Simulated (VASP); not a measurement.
Input of a VASP 6.6.1 run:

File INCAR:

```
PREC = Accurate
ENCUT = 520
EDIFF = 1E-7
ISMEAR = -1
SIGMA = 0.1
LREAL = F
LASPH = T
NELM = 100
ALGO = Normal
ISIF = 2
LWAVE = F
LCHARG = F
NBANDS = 24
```

File KPOINTS:

```
regular mesh
0
Gamma
  8 8 6
```

Contents of POSCAR:

```
BaCuGe
1.0
    4.2343220000      0.0000000000      0.0000000000
   -2.1171610000      3.6670310000      0.0000000000
    0.0000000000      0.0000000000      5.0455040000
Ba Cu Ge
1 1 1
Direct
    0.0000000000      0.0000000000      0.0000000000
    0.3333333333      0.6666666667      0.5000000000
    0.6666666667      0.3333333333      0.5000000000
```

Potentials or basis: VASP PAW LDA potentials, release 64 (Ba_sv, Cu, Ge_d).

The run is started by

```sh
$ cat potpaw_LDA.64/Ba_sv/POTCAR potpaw_LDA.64/Cu/POTCAR potpaw_LDA.64/Ge_d/POTCAR > POTCAR
$ mpirun -np 1 vasp_std > vasp.out
```

Predict the band gap on the k mesh.

zero (an odd number of electrons rules out a gap without spin polarisation).

Predict the pressure.

-3.4 GPa.

Stress tensor (GPa, compression positive):
```
-3.34  0.00  0.00
 0.00 -3.34  0.00
 0.00  0.00 -3.64
```

Caveat: the cell stands under tension; spin-orbit coupling is left out, which moves the levels of the heavy elements.
